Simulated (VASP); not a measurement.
# SiC (Aea2) in VASP: a series of runs

SiC is run at these levels: PBE; tasks: single point, relaxation of cell and atoms.

All numbers are computed with VASP 6.6.1; they aren't measurements. Logs are shortened: lines on timing, memory, paths and dates and some standing lists are left out, and cuts for length are marked.

**1. The cell of the first run**

It takes space group Aea2 (No. 41, orthorhombic). The conventional cell has a = 6.770 Å, b = 5.038 Å, c = 4.951 Å, α = 90.00°, β = 90.00°, γ = 90.00°. Si (site symmetry 1) has 4 C at 1.84 to 2.04 Å within 2.4 Å. Within 2.4 Å of C (site symmetry 1) lie 4 Si at 1.84 to 2.04 Å.

**2. Single point, PBE**

The input, INCAR:

```
SYSTEM = SiC
PREC = Accurate ; ENCUT = 520
EDIFF = 1E-7 ; ISMEAR = 0
SIGMA = 0.1 ; LREAL = .FALSE.
LASPH = .TRUE. ; NELM = 80
ALGO = Normal ; ISIF = 2
LWAVE = .FALSE. ; LCHARG = .FALSE.
GGA = PE ; NBANDS = 26
```

The input, KPOINTS:

```
regular mesh
0
G
  6 10 10
  0 0 0
```

The input, POSCAR:

```
SiC
1.0
    6.7704548420      0.0000000000      0.0000000000
    0.0000000000      2.5188808193      2.4752754872
    0.0000000000     -2.5188808193      2.4752754872
Si C
4 4
Direct
    0.3679880317      0.2491433894      0.8849568802
    0.8679880317      0.3849568802      0.7491433894
    0.1320119683      0.7491433894      0.3849568802
    0.6320119683      0.8849568802      0.2491433894
    0.3710231811      0.7313227707      0.1345769597
    0.8710231811      0.6345769597      0.2313227707
    0.1289768189      0.2313227707      0.6345769597
    0.6289768189      0.1345769597      0.7313227707
```

Potentials or basis: VASP PAW PBE potentials, release 64 (Si, C).

Launch:

```console
$ cat potpaw_PBE.64/Si/POTCAR potpaw_PBE.64/C/POTCAR > POTCAR
$ mpirun -np 1 vasp_std > vasp.out
```

OUTCAR:

```text
SYSTEM = SiC
   PREC = Accurate
   ENCUT = 520
   EDIFF = 1E-7
   ISMEAR = 0
   LREAL = .FALSE.
   LASPH = .TRUE.
   NELM = 80
   ISIF = 2
   GGA = PE

 ion  position               nearest neighbor table
   1  0.368  0.249  0.885-   7 1.84   8 1.89   5 1.90   5 2.04   4 2.56   3 2.95   3 2.95   3 2.98
                             3 2.98   4 3.13   4 3.13
   2  0.868  0.385  0.749-   8 1.84   7 1.89   6 1.90   6 2.04   3 2.56   4 2.95   4 2.95   4 2.98
                             4 2.98   3 3.13   3 3.13
   3  0.132  0.749  0.385-   5 1.84   6 1.89   7 1.90   7 2.04   2 2.56   1 2.95   1 2.95   1 2.98
                             1 2.98   2 3.13   2 3.13
   4  0.632  0.885  0.249-   6 1.84   5 1.89   8 1.90   8 2.04   1 2.56   2 2.95   2 2.95   2 2.98
                             2 2.98   1 3.13   1 3.13
   5  0.371  0.731  0.135-   3 1.84   4 1.89   1 1.90   1 2.04
   6  0.871  0.635  0.231-   4 1.84   3 1.89   2 1.90   2 2.04
   7  0.129  0.231  0.635-   1 1.84   2 1.89   3 1.90   3 2.04
   8  0.629  0.135  0.731-   2 1.84   1 1.89   4 1.90   4 2.04

  LATTYP: Found a base centered orthorhombic cell.
 ALAT       =     4.9505509744
 B/A-ratio  =     1.0176163552
 C/A-ratio  =     1.3676164284

  Lattice vectors:

 A1 = (   0.0000000000,   2.5188808193,   2.4752754872)
 A2 = (   0.0000000000,  -2.5188808193,   2.4752754872)
 A3 = (   6.7704548420,   0.0000000000,   0.0000000000)

Analysis of symmetry for initial positions (statically):
=====================================================================
 Subroutine PRICEL returns:
 Original cell was already a primitive cell.

 Routine SETGRP: Setting up the symmetry group for a
 base centered orthorhombic supercell.

 Subroutine GETGRP returns: Found  4 space group operations
 (whereof  2 operations were pure point group operations)
 out of a pool of  8 trial point group operations.

The static configuration has the point symmetry C_2 .
 The point group associated with its full space group is C_2v.

Analysis of symmetry for dynamics (positions and initial velocities):
=====================================================================
 Subroutine PRICEL returns:
 Original cell was already a primitive cell.

 Routine SETGRP: Setting up the symmetry group for a
 base centered orthorhombic supercell.

 Subroutine GETGRP returns: Found  4 space group operations
 (whereof  2 operations were pure point group operations)
 out of a pool of  8 trial point group operations.

The dynamic configuration has the point symmetry C_2 .
 The point group associated with its full space group is C_2v.

 Subroutine INISYM returns: Found  4 space group operations
 (whereof  2 operations are pure point group operations),
 and found     1 'primitive' translations

----------------------------------------------------------------------------------------

                                     Primitive cell

  volume of cell :      84.4265

  direct lattice vectors                    reciprocal lattice vectors
     6.770454842  0.000000000  0.000000000     0.147700564  0.000000000  0.000000000
     0.000000000  2.518880819  2.475275487     0.000000000  0.198500856  0.201997718
     0.000000000 -2.518880819  2.475275487     0.000000000 -0.198500856  0.201997718

  length of vectors
     6.770454842  3.531536396  3.531536396     0.147700564  0.283206052  0.283206052

  position of ions in fractional coordinates (direct lattice)
     0.367988032  0.249143389  0.884956880
     0.867988032  0.384956880  0.749143389
     0.132011968  0.749143389  0.384956880
     0.632011968  0.884956880  0.249143389
     0.371023181  0.731322771  0.134576960
     0.871023181  0.634576960  0.231322771
     0.128976819  0.231322771  0.634576960
     0.628976819  0.134576960  0.731322771

  ion indices of the primitive-cell ions
   primitive index   ion index
                 1           1
                 2           2
                 3           3
                 4           4
                 5           5
                 6           6
                 7           7
                 8           8

----------------------------------------------------------------------------------------

 KPOINTS: regular mesh

Automatic generation of k-mesh.
 Grid dimensions read from file:
 generate k-points for:    6   10   10

 Generating k-lattice:

  Cartesian coordinates                     Fractional coordinates (reciprocal lattice)
     0.024616761  0.000000000  0.000000000     0.166666667  0.000000000  0.000000000
     0.000000000  0.019850086  0.020199772     0.000000000  0.100000000  0.000000000
     0.000000000 -0.019850086  0.020199772     0.000000000  0.000000000  0.100000000

  Length of vectors
     0.024616761  0.028320605  0.028320605

  Shift w.r.t. Gamma in fractional coordinates (k-lattice)
     0.000000000  0.000000000  0.000000000

 Subroutine IBZKPT returns following result:
 ===========================================

 Found    124 irreducible k-points:

 Following reciprocal coordinates:
            Coordinates               Weight
  0.000000  0.000000  0.000000      1.000000
  0.166667  0.000000  0.000000      2.000000
  0.333333  0.000000  0.000000      2.000000
  0.500000  0.000000  0.000000      1.000000
  0.000000  0.100000 -0.000000      4.000000
  0.166667  0.100000 -0.000000      8.000000
[... 16 lines left out ...]
  0.333333  0.500000 -0.000000      4.000000
  0.500000  0.500000 -0.000000      2.000000
 [... further k-points ...]
   k-points           NKPTS =    124   k-points in BZ     NKDIM =    124   number of bands    NBANDS=     26
   number of dos      NEDOS =    301   number of ions     NIONS =      8
   total plane-waves  NPLWV =  39200
   dimension x,y,z NGX =    50 NGY =   28 NGZ =   28
   dimension x,y,z NGXF=   100 NGYF=   56 NGZF=   56
   ions per type =               4   4
   NGX,Y,Z   is equivalent  to a cutoff of  12.28, 13.18, 13.18 a.u.
   NGXF,Y,Z  is equivalent  to a cutoff of  24.55, 26.36, 26.36 a.u.
 SYSTEM =  SiC
   PREC   = accura    normal or accurate (medium, high low for compatibility)
   ISTART =      0    job   : 0-new  1-cont  2-samecut
   ICHARG =      2    charge: 1-file 2-atom 10-const
   ISPIN  =      1    spin polarized calculation?
   LNONCOLLINEAR =      F non collinear calculations
   LSORBIT =      F    spin-orbit coupling
   LASPH  =      T    aspherical Exc in radial PAW
   ENCUT  =  520.0 eV  38.22 Ry    6.18 a.u.  12.59  6.57  6.57*2*pi/ulx,y,z
   NELM   =     80;   NELMIN=  2; NELMDL= -5     # of ELM steps
   EDIFF  = 0.1E-06   stopping-criterion for ELM
   LREAL  =      F    real-space projection
   EDIFFG = 0.1E-05   stopping-criterion for IOM
   NSW    =      0    number of steps for IOM
   IBRION =     -1    ionic relax: 0-MD 1-quasi-New 2-CG
   NFREE  =      0    steps in history (QN), initial steepest desc. (CG)
   ISIF   =      2    stress and relaxation
   ISYM   =      2    0-nonsym 1-usesym 2-fastsym
   POTIM  = 0.5000    time-step for ionic-motion
   TEBEG  =    0.0;   TEEND  =   0.0 temperature during run
   PSTRESS=    0.0 pullay stress
   NELECT =      32.0000    total number of electrons
   NUPDOWN=      -1.0000    fix difference up-down
   EMIN   =  10.00;   EMAX   =-10.00  energy-range for DOS
   EFERMI =   0.00;   METHOD = LEGACY
   ISMEAR =     0;   SIGMA  =   0.10  broadening in eV -4-tet -1-fermi 0-gaus
   EFERMI_NEDOS =   21; number of points for ismear=-14 and -15
   IALGO  =     38    algorithm
   IMIX   =      4    mixing-type and parameters
     AMIX     =   0.40;   BMIX     =  1.00
     AMIX_MAG =   1.60;   BMIX_MAG =  1.00
  volume/ion in A,a.u.               =      10.55        71.22
  Fermi-wavevector in a.u.,A,eV,Ry     =   1.184764  2.238879 19.098029  1.403666
  Thomas-Fermi vector in A             =   2.320971
   LORBIT       =      0    0 simple, 1 ext, 2 COOP (PROOUT), +10 PAW based schemes
   GGA     = PE    functional components
   LHFCALC =     F    Hartree Fock is set to
   AEXX    =    0.0000 exact exchange contribution
   IVDW    =     0    specifies the selected vdW correction
   LEPSILON=     F    determine dielectric tensor
   LRPA    =     F    only Hartree local field effects (RPA)
 non-spin polarized calculation
 Gauss-broadening in eV      SIGMA  =   0.10
  energy-cutoff  :      520.00
  volume of cell :       84.43
 maximum number of plane-waves:      2299
   NGX = 25   NGY = 13   NGZ = 13

 number of electron      32.0000002 magnetization

 Free energy of the ion-electron system (eV)
  ---------------------------------------------------
  ext. energy  EPLUGINS =         0.00000000
  ---------------------------------------------------
  free energy    TOTEN  =       -55.41419266 eV

  energy without entropy =      -55.41124554  energy(sigma->0) =      -55.41271910

 E-fermi :   8.8281     XC(G=0): -11.3298

 val. band max:        8.7974484098   @ k =   0.1667   0.2000   0.2000
 cond. band min:       8.8332714418   @ k =   0.0000   0.1000  -0.0000
 fundamental gap:      0.0358230319
 Fermi energy:         8.8281290352

 k-point     1 :       0.0000    0.0000    0.0000
  band No.  band energies     occupation
      1      -7.5114      2.00000
      2      -4.9091      2.00000
      3      -4.8520      2.00000
      4      -0.9255      2.00000
      5       2.2698      2.00000
      6       2.5242      2.00000
[... 18 lines left out ...]
     25      16.5926      0.00000
     26      16.7189      0.00000

 k-point     2 :       0.1667    0.0000    0.0000
  band No.  band energies     occupation
      1      -7.4355      2.00000
      2      -5.6589      2.00000
      3      -4.0020      2.00000
      4      -1.0340      2.00000
      5       1.9577      2.00000
      6       2.1694      2.00000
[... 18 lines left out ...]
     25      16.4449      0.00000
[... 608 lines left out ...]
     25      15.9085      0.00000
     26      15.9085      0.00000

 k-point    24 :       0.5000    0.5000   -0.0000
  band No.  band energies     occupation
      1      -5.0873      2.00000
      2      -5.0873      2.00000
      3      -3.8590      2.00000
      4      -3.8590      2.00000
      5       0.7935      2.00000
      6       0.7935      2.00000
[... 18 lines left out ...]
     25      15.5095      0.00000
     26      15.5095      0.00000

 [... further k-points ...]
[... 5 lines left out ...]
  --------------------------------------------------------------------------------------
  -------------------------------------------------------------------------------------
  Total       -0.0340697     -0.0164576      0.0158017      0.0000000      0.0000000      0.0000000
  in kB       -0.6465459     -0.3123195      0.2998715      0.0000000      0.0000000      0.0000000
  external PRESSURE =      -0.2196646 kB  Pullay stress =       0.0000000 kB

 VOLUME and BASIS-vectors are now :
 -----------------------------------------------------------------------------
  energy-cutoff  :      520.00
  volume of cell :       84.43
      direct lattice vectors                 reciprocal lattice vectors
     6.770454842  0.000000000  0.000000000     0.147700564  0.000000000  0.000000000
     0.000000000  2.518880819  2.475275487     0.000000000  0.198500856  0.201997718
     0.000000000 -2.518880819  2.475275487     0.000000000 -0.198500856  0.201997718

 POSITION                                       TOTAL-FORCE (eV/Angst)
 -----------------------------------------------------------------------------------
      2.49145     -1.60154      2.80721         0.003842     -0.001047      0.000474
      5.87667     -0.91734      2.80721         0.003842      0.001047      0.000474
      0.89378      0.91734      2.80721        -0.003842     -0.001047      0.000474
      4.27901      1.60154      2.80721        -0.003842      0.001047      0.000474
      2.51200      1.50313      2.14334         0.002706     -0.001169     -0.000474
      5.89722      1.01575      2.14334         0.002706      0.001169     -0.000474
      0.87323     -1.01575      2.14334        -0.002706     -0.001169     -0.000474
      4.25846     -1.50313      2.14334        -0.002706      0.001169     -0.000474
 -----------------------------------------------------------------------------------
    total drift:                                0.000000     -0.000000     -0.000546

  FREE ENERGIE OF THE ION-ELECTRON SYSTEM (eV)
  ---------------------------------------------------
  free  energy   TOTEN  =       -55.4141926609 eV

  energy  without entropy=      -55.4112455435  energy(sigma->0) =      -55.41271910
```

Wall time 5.1 min (1 thread of Oxide Virtual Turin-like, shared host); peak memory 0.28 GiB.

Results:

| Item | Value |
| --- | --- |
| Free energy | -55.4142 eV |
| Pressure | 0.0 GPa |
| Largest force | 0.004 eV/Å |
| Band gap on the k mesh | zero (band 16 reaches 9.04 eV, above the bottom of band 17 at 8.71 eV) |

Forces in eV/Å, atoms in the order of the input:
```
Si   0.004 -0.001  0.000
Si   0.004  0.001  0.000
Si  -0.004 -0.001  0.000
Si  -0.004  0.001  0.000
C    0.003 -0.001  0.000
C    0.003  0.001  0.000
C   -0.003 -0.001  0.000
C   -0.003  0.001  0.000
```

Stress tensor (GPa, compression positive):
```
-0.06  0.00  0.00
 0.00 -0.03  0.00
 0.00  0.00  0.03
```

Levels at points of the mesh, in eV from the Fermi level:
| k point | band 12 | band 13 | band 14 | band 15 | band 16 | band 17 | band 18 | band 19 | band 20 | band 21 |
| --- | --- | --- | --- | --- | --- | --- | --- | --- | --- | --- |
| (0.00, 0.00, 0.00) | -3.41 | -2.90 | -1.68 | -0.62 | -0.48 | 0.22 | 0.33 | 2.02 | 2.35 | 4.48 |
| (0.50, 0.00, 0.00) | -3.42 | -2.20 | -2.20 | -0.81 | -0.81 | 0.28 | 0.28 | 3.24 | 3.24 | 4.61 |
| (0.00, 0.50, 0.00) | -3.67 | -2.16 | -2.16 | -1.53 | -1.53 | 1.15 | 1.15 | 2.89 | 2.89 | 4.57 |
| (0.50, 0.50, 0.00) | -3.23 | -2.21 | -2.21 | -1.64 | -1.64 | 1.82 | 1.82 | 3.98 | 3.98 | 5.31 |
| (0.00, 0.50, 0.50) | -5.66 | -3.60 | -2.42 | -0.94 | -0.31 | 1.97 | 2.53 | 4.26 | 4.27 | 7.48 |
| (0.50, 0.50, 0.50) | -5.02 | -3.19 | -3.19 | -2.62 | -2.62 | 4.33 | 4.33 | 5.43 | 5.43 | 6.05 |

(Part 1 of 2 ends here.)
